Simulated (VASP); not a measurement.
# Bi2Te3 (R-3m) in VASP: notebook, part 2 of 3

VASP 6.6.1. Earlier steps stand in the parts before.

## (3) Single point, LDA

Input file INCAR:

```
SYSTEM = Bi2Te3
  PREC = Accurate
  ENCUT = 520
  EDIFF = 1E-6
  ISMEAR = -1
  SIGMA = 0.05
  LREAL = .FALSE.
  LASPH = .TRUE.
  NELM = 80
  ALGO = Normal
  ISIF = 2
  LWAVE = .FALSE.
  LCHARG = .TRUE.
  LELF = .TRUE.
  LVHAR = .TRUE.
  NBANDS = 32
```

Input file KPOINTS:

```
regular mesh
0
G
  7 7 7
  0 0 0
```

Input file POSCAR:

```
Bi2Te3
1.0
    2.1930000000      1.2661291403     10.1656666667
   -2.1930000000      1.2661291403     10.1656666667
    0.0000000000     -2.5322582807     10.1656666667
Bi Te
2 3
Direct
    0.6000000000      0.6000000000      0.6000000000
    0.4000000000      0.4000000000      0.4000000000
    0.7905000000      0.7905000000      0.7905000000
    0.2095000000      0.2095000000      0.2095000000
    0.0000000000      0.0000000000      0.0000000000
```

Potentials or basis: VASP PAW LDA potentials, release 64 (Bi_d, Te).

Command:

```bash
$ cat potpaw_LDA.64/Bi_d/POTCAR potpaw_LDA.64/Te/POTCAR > POTCAR
$ mpirun -np 1 vasp_std > vasp.out
```

OUTCAR:

```text
SYSTEM = Bi2Te3
   PREC = Accurate
   ENCUT = 520
   EDIFF = 1E-6
   ISMEAR = -1
   LREAL = .FALSE.
   LASPH = .TRUE.
   NELM = 80
   ISIF = 2

 ion  position               nearest neighbor table
   1  0.600  0.600  0.600-   4 3.07   4 3.07   4 3.07   5 3.25   5 3.25   5 3.25
   2  0.400  0.400  0.400-   3 3.07   3 3.07   3 3.07   5 3.25   5 3.25   5 3.25
   3  0.791  0.791  0.791-   2 3.07   2 3.07   2 3.07   4 3.64   4 3.64   4 3.64
   4  0.209  0.209  0.209-   1 3.07   1 3.07   1 3.07   3 3.64   3 3.64   3 3.64
   5  0.000  0.000  0.000-   1 3.25   2 3.25   1 3.25   1 3.25   2 3.25   2 3.25

  LATTYP: Found a trigonal (rhomboedric) cell.
 ALAT       =    10.4763118882
 COS(alpha) =     0.9123624111

  Lattice vectors:

 A1 = (   2.1930000000,   1.2661291403,  10.1656666667)
 A2 = (  -2.1930000000,   1.2661291403,  10.1656666667)
 A3 = (   0.0000000000,  -2.5322582807,  10.1656666667)

Analysis of symmetry for initial positions (statically):
=====================================================================
 Subroutine PRICEL returns:
 Original cell was already a primitive cell.

 Routine SETGRP: Setting up the symmetry group for a
 trigonal (rhombohedral) supercell.

 Subroutine GETGRP returns: Found 12 space group operations
 (whereof 12 operations were pure point group operations)
 out of a pool of 12 trial point group operations.

The static configuration has the point symmetry D_3d.

Analysis of symmetry for dynamics (positions and initial velocities):
=====================================================================
 Subroutine PRICEL returns:
 Original cell was already a primitive cell.

 Routine SETGRP: Setting up the symmetry group for a
 trigonal (rhombohedral) supercell.

 Subroutine GETGRP returns: Found 12 space group operations
 (whereof 12 operations were pure point group operations)
 out of a pool of 12 trial point group operations.

The dynamic configuration has the point symmetry D_3d.

 Subroutine INISYM returns: Found 12 space group operations
 (whereof 12 operations are pure point group operations),
 and found     1 'primitive' translations

----------------------------------------------------------------------------------------

                                     Primitive cell

  volume of cell :     169.3572

  direct lattice vectors                    reciprocal lattice vectors
     2.193000000  1.266129140 10.165666667     0.227998176  0.131634808  0.032790111
    -2.193000000  1.266129140 10.165666667    -0.227998176  0.131634808  0.032790111
     0.000000000 -2.532258281 10.165666667     0.000000000 -0.263269617  0.032790111

  length of vectors
    10.476311888 10.476311888 10.476311888     0.265303755  0.265303755  0.265303755

  position of ions in fractional coordinates (direct lattice)
     0.600000000  0.600000000  0.600000000
     0.400000000  0.400000000  0.400000000
     0.790500000  0.790500000  0.790500000
     0.209500000  0.209500000  0.209500000
     0.000000000  0.000000000  0.000000000

  ion indices of the primitive-cell ions
   primitive index   ion index
                 1           1
                 2           2
                 3           3
[... 26 lines left out ...]

 Found     44 irreducible k-points:

 Following reciprocal coordinates:
            Coordinates               Weight
  0.000000  0.000000  0.000000      1.000000
  0.142857  0.000000  0.000000      6.000000
  0.285714  0.000000  0.000000      6.000000
  0.428571  0.000000  0.000000      6.000000
  0.142857  0.142857  0.000000      6.000000
  0.285714  0.142857  0.000000     12.000000
[... 16 lines left out ...]
  0.285714  0.285714  0.142857      6.000000
  0.428571  0.285714  0.142857     12.000000
 [... further k-points ...]
   k-points           NKPTS =     44   k-points in BZ     NKDIM =     44   number of bands    NBANDS=     32
   number of dos      NEDOS =    301   number of ions     NIONS =      5
   total plane-waves  NPLWV = 512000
   dimension x,y,z NGX =    80 NGY =   80 NGZ =   80
   dimension x,y,z NGXF=   160 NGYF=  160 NGZF=  160
   ions per type =               2   3
   NGX,Y,Z   is equivalent  to a cutoff of  12.69, 12.69, 12.69 a.u.
   NGXF,Y,Z  is equivalent  to a cutoff of  25.39, 25.39, 25.39 a.u.
 SYSTEM =  Bi2Te3
   PREC   = accura    normal or accurate (medium, high low for compatibility)
   ISTART =      0    job   : 0-new  1-cont  2-samecut
   ICHARG =      2    charge: 1-file 2-atom 10-const
   ISPIN  =      1    spin polarized calculation?
   LNONCOLLINEAR =      F non collinear calculations
   LSORBIT =      F    spin-orbit coupling
   LASPH  =      T    aspherical Exc in radial PAW
   ENCUT  =  520.0 eV  38.22 Ry    6.18 a.u.  19.48 19.48 19.48*2*pi/ulx,y,z
   NELM   =     80;   NELMIN=  2; NELMDL= -5     # of ELM steps
   EDIFF  = 0.1E-05   stopping-criterion for ELM
   LREAL  =      F    real-space projection
   EDIFFG = 0.1E-04   stopping-criterion for IOM
   NSW    =      0    number of steps for IOM
   IBRION =     -1    ionic relax: 0-MD 1-quasi-New 2-CG
   NFREE  =      0    steps in history (QN), initial steepest desc. (CG)
   ISIF   =      2    stress and relaxation
   ISYM   =      2    0-nonsym 1-usesym 2-fastsym
   POTIM  = 0.5000    time-step for ionic-motion
   TEBEG  =    0.0;   TEEND  =   0.0 temperature during run
   PSTRESS=    0.0 pullay stress
   NELECT =      48.0000    total number of electrons
   NUPDOWN=      -1.0000    fix difference up-down
   EMIN   =  10.00;   EMAX   =-10.00  energy-range for DOS
   EFERMI =   0.00;   METHOD = LEGACY
   ISMEAR =    -1;   SIGMA  =   0.05  broadening in eV -4-tet -1-fermi 0-gaus
   EFERMI_NEDOS =   21; number of points for ismear=-14 and -15
   IALGO  =     38    algorithm
   IMIX   =      4    mixing-type and parameters
     AMIX     =   0.40;   BMIX     =  1.00
     AMIX_MAG =   1.60;   BMIX_MAG =  1.00
  volume/ion in A,a.u.               =      33.87       228.58
  Fermi-wavevector in a.u.,A,eV,Ry     =   1.075360  2.032136 15.733774  1.156400
  Thomas-Fermi vector in A             =   2.211215
   LORBIT       =      0    0 simple, 1 ext, 2 COOP (PROOUT), +10 PAW based schemes
   GGA     = CA    functional components
   LHFCALC =     F    Hartree Fock is set to
   AEXX    =    0.0000 exact exchange contribution
   IVDW    =     0    specifies the selected vdW correction
   LEPSILON=     F    determine dielectric tensor
   LRPA    =     F    only Hartree local field effects (RPA)
 non-spin polarized calculation
  energy-cutoff  :      520.00
  volume of cell :      169.36
 maximum number of plane-waves:      4577
 NGX is ok and might be reduce to    80
   NGX = 39   NGY = 39   NGZ = 39

 number of electron      48.0000004 magnetization

 Free energy of the ion-electron system (eV)
  ---------------------------------------------------
  ext. energy  EPLUGINS =         0.00000000
  ---------------------------------------------------
  free energy    TOTEN  =       -21.57738848 eV

  energy without entropy =      -21.57709232  energy(sigma->0) =      -21.57724040

 E-fermi :   6.1291     XC(G=0):  -9.5807

 val. band max:        6.0281339458   @ k =   0.0000   0.0000   0.0000
 cond. band min:       6.2245612606   @ k =   0.0000   0.0000   0.0000
 fundamental gap:      0.1964273148
 Fermi energy:         6.1291010368

 k-point     1 :       0.0000    0.0000    0.0000
  band No.  band energies     occupation
      1     -17.1095      2.00000
      2     -17.1095      2.00000
      3     -17.1080      2.00000
      4     -17.1080      2.00000
      5     -17.0972      2.00000
      6     -17.0958      2.00000
[... 829 lines left out ...]
     31      10.4161      0.00000
     32      10.4678      0.00000

 [... further k-points ...]

------------------------ aborting loop because EDIFF is reached ----------------------------------------

  FORCE on cell =-STRESS in cart. coord.  units (eV):
  Direction    XX          YY          ZZ          XY          YZ          ZX
  --------------------------------------------------------------------------------------
  -------------------------------------------------------------------------------------
  Total       -1.5941527     -1.5941527     -2.0805361      0.0000000      0.0000000      0.0000000
  in kB      -15.0812293    -15.0812293    -19.6825826      0.0000000      0.0000000      0.0000000
  external PRESSURE =     -16.6150137 kB  Pullay stress =       0.0000000 kB

 VOLUME and BASIS-vectors are now :
 -----------------------------------------------------------------------------
  energy-cutoff  :      520.00
  volume of cell :      169.36
      direct lattice vectors                 reciprocal lattice vectors
     2.193000000  1.266129140 10.165666667     0.227998176  0.131634808  0.032790111
    -2.193000000  1.266129140 10.165666667    -0.227998176  0.131634808  0.032790111
     0.000000000 -2.532258281 10.165666667     0.000000000 -0.263269617  0.032790111

 POSITION                                       TOTAL-FORCE (eV/Angst)
 -----------------------------------------------------------------------------------
      0.00000     -0.00000     18.29820         0.000000      0.000000     -0.059268
      0.00000     -0.00000     12.19880         0.000000     -0.000000      0.059268
      0.00000     -0.00000     24.10788         0.000000      0.000000     -0.154464
      0.00000     -0.00000      6.38912         0.000000     -0.000000      0.154464
      0.00000      0.00000      0.00000         0.000000     -0.000000      0.000000
 -----------------------------------------------------------------------------------
    total drift:                               -0.000000     -0.000000     -0.000000

  FREE ENERGIE OF THE ION-ELECTRON SYSTEM (eV)
  ---------------------------------------------------
  free  energy   TOTEN  =       -21.5773884846 eV

  energy  without entropy=      -21.5770923223  energy(sigma->0) =      -21.57724040
```

It took 15 min on 1 thread of Intel Xeon Platinum 8259CL at 2.50GHz (Skylake/Cascade Lake), shared host; peak memory 0.76 GiB.

Results:

```yaml
Free_energy: -21.5774 eV
Pressure: -1.7 GPa
Largest_force: 0.154 eV/Å
Band_gap_on_the_k_mesh: 0.20 eV
```

Forces on the atoms (eV/Å):
```
Bi   0.000  0.000 -0.059
Bi   0.000  0.000  0.059
Te   0.000  0.000 -0.154
Te   0.000  0.000  0.154
Te   0.000  0.000  0.000
```

Stress tensor (GPa, compression positive):
```
-1.51  0.00  0.00
 0.00 -1.51  0.00
 0.00  0.00 -1.97
```

Caveat: spin-orbit coupling is left out, which moves the levels of the heavy elements; an odd mesh through Γ misses points on the zone boundary, where band edges can lie.

## (4) Single point, PBEsol

Input file INCAR:

```
PREC = Accurate
ENCUT = 520
EDIFF = 1E-6
ISMEAR = -1
SIGMA = 0.05
LREAL = False
LASPH = True
NELM = 100
ALGO = Normal
ISIF = 2
LWAVE = False
LCHARG = False
GGA = PS
NBANDS = 32
```

Input file KPOINTS:

```
regular mesh
0
Gamma
  7 7 7
```

POSCAR is that of step 3.

Potentials or basis: VASP PAW PBE potentials, release 64 (Bi_d, Te).

Command:

```bash
$ cat potpaw_PBE.64/Bi_d/POTCAR potpaw_PBE.64/Te/POTCAR > POTCAR
$ mpirun -np 1 vasp_std > vasp.out
```

It took 16 min on 1 thread of Intel Xeon Platinum 8259CL at 2.50GHz (Skylake/Cascade Lake), shared host; peak memory 1 GiB.

It converged, with:

* Free energy: -20.2929 eV
* Pressure: -0.6 GPa
* Largest force: 0.096 eV/Å
* Band gap on the k mesh: 0.23 eV

Forces in eV/Å, atoms in the order of the input:
```
Bi   0.000  0.000 -0.035
Bi   0.000  0.000  0.035
Te   0.000  0.000 -0.096
Te   0.000  0.000  0.096
Te   0.000  0.000  0.000
```

Stress tensor (GPa, compression positive):
```
-0.49  0.00  0.00
 0.00 -0.49  0.00
 0.00  0.00 -0.79
```

Levels at points of the mesh, in eV from the valence-band top:
| k point | band 22 | band 23 | band 24 | band 25 | band 26 | band 27 |
| --- | --- | --- | --- | --- | --- | --- |
| (0.00, 0.00, 0.00) | -0.85 | -0.85 | 0.00 | 0.23 | 0.63 | 0.63 |

Caveat: the PAW data sets were made with another functional, which shifts forces and pressure a little; spin-orbit coupling is left out, which moves the levels of the heavy elements; an odd mesh through Γ misses points on the zone boundary, where band edges can lie.

[end of part 2 of 3]
